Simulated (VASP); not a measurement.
# GaN (P6_3mc) in VASP: a series of runs, part 2 of 3

VASP 6.6.1. The steps go on from the part before.

## 3. Single point, r2SCAN

POSCAR

```
GaN
1.0
    3.1136382519      0.0000000000      0.0000000000
   -1.5568191260      2.6964898244      0.0000000000
    0.0000000000      0.0000000000      5.0711037698
Ga N
2 2
Direct
    0.3333333333      0.6666666667     -0.0007797268
    0.6666666667      0.3333333333      0.4992202732
    0.3333333333      0.6666666667      0.3757797268
    0.6666666667      0.3333333333      0.8757797268
```

INCAR.step1

```
SYSTEM = GaN
  PREC = Accurate
  ENCUT = 520
  ISMEAR = 0
  SIGMA = 0.01
  LREAL = .False.
  LASPH = .True.
  NELM = 100
  NBANDS = 26
  GGA = PE
  ALGO = Normal
  EDIFF = 1E-4
  LWAVE = .True.
  LCHARG = .False.
```

INCAR.step2

```
SYSTEM = GaN
  PREC = Accurate
  ENCUT = 520
  EDIFF = 1E-6
  ISMEAR = 0
  SIGMA = 0.01
  LREAL = .False.
  LASPH = .True.
  NELM = 100
  ALGO = Normal
  ISIF = 2
  LWAVE = .False.
  LCHARG = .True.
  METAGGA = R2SCAN
  LMIXTAU = .True.
  LELF = .True.
  LVHAR = .True.
  NBANDS = 26
  ISTART = 1
```

KPOINTS

```
regular mesh
0
Gamma
  8 8 4
  0 0 0
```

Potentials or basis: VASP PAW PBE potentials, release 64 (Ga_d, N).

Launch:

```console
$ cat potpaw_PBE.64/Ga_d/POTCAR potpaw_PBE.64/N/POTCAR > POTCAR
$ cp INCAR.step1 INCAR
$ mpirun -np 1 vasp_std > vasp.out
$ cp INCAR.step2 INCAR
$ mpirun -np 1 vasp_std > vasp.out
```

OUTCAR:

```text
SYSTEM = GaN
   PREC = Accurate
   ENCUT = 520
   EDIFF = 1E-6
   ISMEAR = 0
   LREAL = .False.
   LASPH = .True.
   NELM = 100
   ISIF = 2
   METAGGA = R2SCAN
   ISTART = 1

 ion  position               nearest neighbor table
   1  0.333  0.667  0.999-   4 1.90   4 1.90   4 1.90   3 1.91
   2  0.667  0.333  0.499-   3 1.90   3 1.90   3 1.90   4 1.91
   3  0.333  0.667  0.376-   2 1.90   2 1.90   2 1.90   1 1.91
   4  0.667  0.333  0.876-   1 1.90   1 1.90   1 1.90   2 1.91

  LATTYP: Found a hexagonal cell.
 ALAT       =     3.1136382519
 C/A-ratio  =     1.6286746756

  Lattice vectors:

 A1 = (   3.1136382519,   0.0000000000,   0.0000000000)
 A2 = (  -1.5568191260,   2.6964898244,   0.0000000000)
 A3 = (   0.0000000000,   0.0000000000,   5.0711037698)

Analysis of symmetry for initial positions (statically):
=====================================================================
 Subroutine PRICEL returns:
 Original cell was already a primitive cell.

 Routine SETGRP: Setting up the symmetry group for a
 hexagonal supercell.

 Subroutine GETGRP returns: Found 12 space group operations
 (whereof  6 operations were pure point group operations)
 out of a pool of 24 trial point group operations.

The static configuration has the point symmetry C_3v.
 The point group associated with its full space group is C_6v.

Analysis of symmetry for dynamics (positions and initial velocities):
=====================================================================
 Subroutine PRICEL returns:
 Original cell was already a primitive cell.

 Routine SETGRP: Setting up the symmetry group for a
 hexagonal supercell.

 Subroutine GETGRP returns: Found 12 space group operations
 (whereof  6 operations were pure point group operations)
 out of a pool of 24 trial point group operations.

The dynamic configuration has the point symmetry C_3v.
 The point group associated with its full space group is C_6v.

 Subroutine INISYM returns: Found 12 space group operations
 (whereof  6 operations are pure point group operations),
 and found     1 'primitive' translations

----------------------------------------------------------------------------------------

                                     Primitive cell

  volume of cell :      42.5764

  direct lattice vectors                    reciprocal lattice vectors
     3.113638252  0.000000000  0.000000000     0.321167688  0.185426251  0.000000000
    -1.556819126  2.696489824  0.000000000     0.000000000  0.370852503  0.000000000
     0.000000000  0.000000000  5.071103770     0.000000000  0.000000000  0.197195728

  length of vectors
     3.113638252  3.113638252  5.071103770     0.370852503  0.370852503  0.197195728

  position of ions in fractional coordinates (direct lattice)
     0.333333333  0.666666667  0.999220273
     0.666666667  0.333333333  0.499220273
     0.333333333  0.666666667  0.375779727
     0.666666667  0.333333333  0.875779727

  ion indices of the primitive-cell ions
   primitive index   ion index
                 1           1
                 2           2
                 3           3
                 4           4

----------------------------------------------------------------------------------------

 KPOINTS: regular mesh

Automatic generation of k-mesh.
 Grid dimensions read from file:
 generate k-points for:    8    8    4

 Generating k-lattice:

  Cartesian coordinates                     Fractional coordinates (reciprocal lattice)
     0.040145961  0.023178281  0.000000000     0.125000000  0.000000000  0.000000000
     0.000000000  0.046356563  0.000000000     0.000000000  0.125000000  0.000000000
     0.000000000  0.000000000  0.049298932     0.000000000  0.000000000  0.250000000

  Length of vectors
     0.046356563  0.046356563  0.049298932

  Shift w.r.t. Gamma in fractional coordinates (k-lattice)
     0.000000000  0.000000000  0.000000000

 Subroutine IBZKPT returns following result:
 ===========================================

 Found     30 irreducible k-points:

 Following reciprocal coordinates:
            Coordinates               Weight
  0.000000  0.000000  0.000000      1.000000
  0.125000  0.000000  0.000000      6.000000
  0.250000  0.000000  0.000000      6.000000
  0.375000  0.000000  0.000000      6.000000
  0.500000  0.000000  0.000000      3.000000
  0.125000  0.125000  0.000000      6.000000
[... 16 lines left out ...]
  0.250000  0.000000  0.500000      6.000000
  0.375000  0.000000  0.500000      6.000000
 [... further k-points ...]
   k-points           NKPTS =     30   k-points in BZ     NKDIM =     30   number of bands    NBANDS=     26
   number of dos      NEDOS =    301   number of ions     NIONS =      4
   total plane-waves  NPLWV =  23040
   dimension x,y,z NGX =    24 NGY =   24 NGZ =   40
   dimension x,y,z NGXF=    48 NGYF=   48 NGZF=   80
   ions per type =               2   2
   NGX,Y,Z   is equivalent  to a cutoff of  12.81, 12.81, 13.11 a.u.
   NGXF,Y,Z  is equivalent  to a cutoff of  25.63, 25.63, 26.23 a.u.
 SYSTEM =  GaN
   PREC   = accura    normal or accurate (medium, high low for compatibility)
   ISTART =      1    job   : 0-new  1-cont  2-samecut
   ICHARG =      0    charge: 1-file 2-atom 10-const
   ISPIN  =      1    spin polarized calculation?
   LNONCOLLINEAR =      F non collinear calculations
   LSORBIT =      F    spin-orbit coupling
   LASPH  =      T    aspherical Exc in radial PAW
   ENCUT  =  520.0 eV  38.22 Ry    6.18 a.u.   5.79  5.79  9.43*2*pi/ulx,y,z
   NELM   =    100;   NELMIN=  2; NELMDL=  0     # of ELM steps
   EDIFF  = 0.1E-05   stopping-criterion for ELM
   LREAL  =      F    real-space projection
   EDIFFG = 0.1E-04   stopping-criterion for IOM
   NSW    =      0    number of steps for IOM
   IBRION =     -1    ionic relax: 0-MD 1-quasi-New 2-CG
   NFREE  =      0    steps in history (QN), initial steepest desc. (CG)
   ISIF   =      2    stress and relaxation
   ISYM   =      2    0-nonsym 1-usesym 2-fastsym
   POTIM  = 0.5000    time-step for ionic-motion
   TEBEG  =    0.0;   TEEND  =   0.0 temperature during run
   PSTRESS=    0.0 pullay stress
   NELECT =      36.0000    total number of electrons
   NUPDOWN=      -1.0000    fix difference up-down
   EMIN   =  10.00;   EMAX   =-10.00  energy-range for DOS
   EFERMI =   0.00;   METHOD = LEGACY
   ISMEAR =     0;   SIGMA  =   0.01  broadening in eV -4-tet -1-fermi 0-gaus
   EFERMI_NEDOS =   21; number of points for ismear=-14 and -15
   IALGO  =     38    algorithm
   IMIX   =      4    mixing-type and parameters
     AMIX     =   0.40;   BMIX     =  1.00
     AMIX_MAG =   1.60;   BMIX_MAG =  1.00
  volume/ion in A,a.u.               =      10.64        71.83
  Fermi-wavevector in a.u.,A,eV,Ry     =   1.548053  2.925396 32.605932  2.396468
  Thomas-Fermi vector in A             =   2.653058
   LORBIT       =      0    0 simple, 1 ext, 2 COOP (PROOUT), +10 PAW based schemes
   METAGGA = R2SCAN    functional components
   LHFCALC =     F    Hartree Fock is set to
   AEXX    =    0.0000 exact exchange contribution
   IVDW    =     0    specifies the selected vdW correction
   LEPSILON=     F    determine dielectric tensor
   LRPA    =     F    only Hartree local field effects (RPA)
 non-spin polarized calculation
 Gauss-broadening in eV      SIGMA  =   0.01
  energy-cutoff  :      520.00
  volume of cell :       42.58
 maximum number of plane-waves:      1182
 NGX is ok and might be reduce to    24
   NGX = 11   NGY = 11   NGZ = 19

 number of electron      36.0000022 magnetization

 Free energy of the ion-electron system (eV)
  ---------------------------------------------------
  ext. energy  EPLUGINS =         0.00000000
  ---------------------------------------------------
  free energy    TOTEN  =       -43.66763095 eV

  energy without entropy =      -43.66763095  energy(sigma->0) =      -43.66763095

 E-fermi :   5.9564     XC(G=0): -13.0595

 val. band max:        5.8514459006   @ k =   0.0000   0.0000   0.0000
 cond. band min:       8.6516817678   @ k =   0.0000   0.0000   0.0000
 fundamental gap:      2.8002358671
 Fermi energy:         5.9563703116

 k-point     1 :       0.0000    0.0000    0.0000
  band No.  band energies     occupation
      1     -11.5617      2.00000
      2     -10.3527      2.00000
      3      -8.0471      2.00000
      4      -8.0280      2.00000
      5      -8.0280      2.00000
      6      -7.9443      2.00000
[... 18 lines left out ...]
     25      18.8554      0.00000
     26      18.8555      0.00000
[... 644 lines left out ...]
      4      -7.9487      2.00000
      5      -7.8217      2.00000
      6      -7.8217      2.00000
[... 18 lines left out ...]
     25      19.2967      0.00000
     26      19.2967      0.00000

 [... further k-points ...]
[... 5 lines left out ...]
  --------------------------------------------------------------------------------------
  -------------------------------------------------------------------------------------
  Total        4.3447571      4.3447571      4.3142666     -0.0000000     -0.0000000     -0.0000000
  in kB      163.4958155    163.4958156    162.3484400     -0.0000000     -0.0000000     -0.0000000
  external PRESSURE =     163.1133570 kB  Pullay stress =       0.0000000 kB

 VOLUME and BASIS-vectors are now :
 -----------------------------------------------------------------------------
  energy-cutoff  :      520.00
  volume of cell :       42.58
      direct lattice vectors                 reciprocal lattice vectors
     3.113638252  0.000000000  0.000000000     0.321167688  0.185426251  0.000000000
    -1.556819126  2.696489824  0.000000000     0.000000000  0.370852503  0.000000000
     0.000000000  0.000000000  5.071103770     0.000000000  0.000000000  0.197195728

 POSITION                                       TOTAL-FORCE (eV/Angst)
 -----------------------------------------------------------------------------------
     -0.00000      1.79766      5.06715         0.000000     -0.000000      0.001794
      1.55682      0.89883      2.53160        -0.000000      0.000000      0.001794
     -0.00000      1.79766      1.90562        -0.000000     -0.000000     -0.001794
      1.55682      0.89883      4.44117        -0.000000     -0.000000     -0.001794
 -----------------------------------------------------------------------------------
    total drift:                                0.000002      0.000003      0.023510

  FREE ENERGIE OF THE ION-ELECTRON SYSTEM (eV)
  ---------------------------------------------------
  free  energy   TOTEN  =       -43.6676309472 eV

  energy  without entropy=      -43.6676309472  energy(sigma->0) =      -43.66763095
```

Wall time 48 s (1 thread of Intel Xeon 6975P-C (Granite Rapids), shared host); peak memory 0.17 GiB.

Results:

```
Free energy            : -43.6676 eV
Pressure               : 16.3 GPa
Band gap on the k mesh : 2.80 eV, direct
```

Stress tensor (GPa, compression positive):
```
16.35  0.00  0.00
 0.00 16.35  0.00
 0.00  0.00 16.23
```

Levels at points of the mesh, in eV from the valence-band top:
```tsv
k point	band 16	band 17	band 18	band 19	band 20	band 21
(0.00, 0.00, 0.00)	-0.05	0.00	0.00	2.80	5.27	10.36
(0.50, 0.00, 0.00)	-3.08	-2.45	-1.12	5.78	6.45	6.82
(0.00, 0.00, 0.50)	-0.59	-0.59	-0.59	5.21	5.21	9.55
(0.50, 0.00, 0.50)	-2.18	-2.11	-2.11	5.11	5.11	8.85
```

Caveat: the PAW data sets were made with another functional, which shifts forces and pressure a little. r2SCAN opens gaps a little over a GGA but as a rule still falls short of measured ones.

## 4. Single point, r2SCAN

This run uses another cell than the first one, of 10.86 Å³/atom, 1.020 times its volume.

POSCAR

```
GaN
1.0
    3.1346403037      0.0000000000      0.0000000000
   -1.5673201519      2.7146781348      0.0000000000
    0.0000000000      0.0000000000      5.1049132588
Ga N
2 2
Direct
    0.3333333333      0.6666666667     -0.0008202456
    0.6666666667      0.3333333333      0.4991797544
    0.3333333333      0.6666666667      0.3758202456
    0.6666666667      0.3333333333      0.8758202456
```

INCAR.step1

```
SYSTEM = GaN
ALGO = Normal ; EDIFF = 1E-4
ENCUT = 520 ; GGA = PE
ISMEAR = 0 ; LASPH = .True.
LCHARG = .False. ; LREAL = .False.
LWAVE = .True. ; NBANDS = 26
NELM = 60 ; PREC = Accurate
SIGMA = 0.01
```

INCAR.step2

```
SYSTEM = GaN
ALGO = Normal ; EDIFF = 1E-7
ENCUT = 520 ; ISIF = 2
ISMEAR = 0 ; ISTART = 1
LASPH = .True. ; LCHARG = .False.
LMIXTAU = .True. ; LREAL = .False.
LWAVE = .False. ; METAGGA = R2SCAN
NBANDS = 26 ; NELM = 60
PREC = Accurate ; SIGMA = 0.01
```

KPOINTS

```
k-points
0
Gamma
  8 8 4
  0 0 0
```

Potentials or basis: VASP PAW PBE potentials, release 64 (Ga_d, N).

Launch:

```console
$ cat potpaw_PBE.64/Ga_d/POTCAR potpaw_PBE.64/N/POTCAR > POTCAR
$ cp INCAR.step1 INCAR
$ mpirun -np 1 vasp_std > vasp.out
$ cp INCAR.step2 INCAR
$ mpirun -np 1 vasp_std > vasp.out
```

OUTCAR:

```text
SYSTEM = GaN
   EDIFF = 1E-7
   ENCUT = 520
   ISIF = 2
   ISMEAR = 0
   ISTART = 1
   LASPH = .True.
   LREAL = .False.
   METAGGA = R2SCAN
   NELM = 60
   PREC = Accurate

 ion  position               nearest neighbor table
   1  0.333  0.667  0.999-   4 1.92   4 1.92   4 1.92   3 1.92
   2  0.667  0.333  0.499-   3 1.92   3 1.92   3 1.92   4 1.92
   3  0.333  0.667  0.376-   2 1.92   2 1.92   2 1.92   1 1.92
   4  0.667  0.333  0.876-   1 1.92   1 1.92   1 1.92   2 1.92

  LATTYP: Found a hexagonal cell.
 ALAT       =     3.1346403037
 C/A-ratio  =     1.6285483386

  Lattice vectors:

 A1 = (   3.1346403037,   0.0000000000,   0.0000000000)
 A2 = (  -1.5673201519,   2.7146781348,   0.0000000000)
 A3 = (   0.0000000000,   0.0000000000,   5.1049132588)

Analysis of symmetry for initial positions (statically):
=====================================================================
 Subroutine PRICEL returns:
 Original cell was already a primitive cell.

 Routine SETGRP: Setting up the symmetry group for a
 hexagonal supercell.

[... 167 lines left out ...]
  ext. energy  EPLUGINS =         0.00000000
  ---------------------------------------------------
  free energy    TOTEN  =       -43.74256731 eV

  energy without entropy =      -43.74256731  energy(sigma->0) =      -43.74256731

 E-fermi :   5.7057     XC(G=0): -12.9379

 val. band max:        5.6175725842   @ k =   0.0000   0.0000   0.0000
 cond. band min:       8.2792715144   @ k =   0.0000   0.0000   0.0000
 fundamental gap:      2.6616989303
 Fermi energy:         5.7057385237

 k-point     1 :       0.0000    0.0000    0.0000
  band No.  band energies     occupation
      1     -11.6075      2.00000
      2     -10.4601      2.00000
      3      -8.2552      2.00000
      4      -8.2370      2.00000
      5      -8.2370      2.00000
      6      -8.1582      2.00000
[... 685 lines left out ...]
     25      18.9047      0.00000
     26      18.9047      0.00000

 [... further k-points ...]
[... 5 lines left out ...]
  --------------------------------------------------------------------------------------
  -------------------------------------------------------------------------------------
  Total        3.0659310      3.0659310      3.0139378     -0.0000000      0.0000000      0.0000000
  in kB      113.0781075    113.0781075    111.1604885     -0.0000000      0.0000000      0.0000000
  external PRESSURE =     112.4389012 kB  Pullay stress =       0.0000000 kB

 VOLUME and BASIS-vectors are now :
 -----------------------------------------------------------------------------
  energy-cutoff  :      520.00
  volume of cell :       43.44
      direct lattice vectors                 reciprocal lattice vectors
     3.134640304  0.000000000  0.000000000     0.319015869  0.184183898  0.000000000
    -1.567320152  2.714678135  0.000000000     0.000000000  0.368367795  0.000000000
     0.000000000  0.000000000  5.104913259     0.000000000  0.000000000  0.195889714

 POSITION                                       TOTAL-FORCE (eV/Angst)
 -----------------------------------------------------------------------------------
     -0.00000      1.80979      5.10073         0.000000     -0.000000      0.003640
      1.56732      0.90489      2.54827        -0.000000      0.000000      0.003640
     -0.00000      1.80979      1.91853        -0.000000      0.000000     -0.003640
      1.56732      0.90489      4.47099         0.000000      0.000000     -0.003640
 -----------------------------------------------------------------------------------
    total drift:                                0.000002      0.000003      0.031163

  FREE ENERGIE OF THE ION-ELECTRON SYSTEM (eV)
  ---------------------------------------------------
  free  energy   TOTEN  =       -43.7425673054 eV

  energy  without entropy=      -43.7425673054  energy(sigma->0) =      -43.74256731
```

Run time: 60 s. Hardware: 1 thread of Intel Xeon 6975P-C (Granite Rapids), shared host; peak memory 0.17 GiB.

What came out:

| Property | Result |
| --- | --- |
| Free energy | -43.7426 eV |
| Pressure | 11.2 GPa |
| Largest force | 0.004 eV/Å |
| Band gap on the k mesh | 2.66 eV, direct |

Forces in eV/Å, atoms in the order of the input:
```
Ga   0.000  0.000  0.004
Ga   0.000  0.000  0.004
N    0.000  0.000 -0.004
N    0.000  0.000 -0.004
```

Stress tensor (GPa, compression positive):
```
11.31  0.00  0.00
 0.00 11.31  0.00
 0.00  0.00 11.12
```

Levels at points of the mesh, in eV from the valence-band top:
| k point | band 15 | band 16 | band 17 | band 18 | band 19 | band 20 | band 21 | band 22 |
| --- | --- | --- | --- | --- | --- | --- | --- | --- |
| (0.00, 0.00, 0.00) | -1.13 | -0.04 | 0.00 | 0.00 | 2.66 | 5.13 | 10.24 | 10.87 |
| (0.50, 0.00, 0.00) | -4.52 | -3.01 | -2.38 | -1.09 | 5.72 | 6.37 | 6.72 | 9.76 |
| (0.00, 0.00, 0.50) | -0.58 | -0.58 | -0.58 | -0.58 | 5.08 | 5.08 | 9.44 | 9.44 |
| (0.50, 0.00, 0.50) | -2.13 | -2.13 | -2.06 | -2.06 | 5.04 | 5.04 | 8.72 | 8.72 |

Caveat: the PAW data sets were made with another functional, which shifts forces and pressure a little. r2SCAN opens gaps a little over a GGA but as a rule still falls short of measured ones.

[end of part 2 of 3]
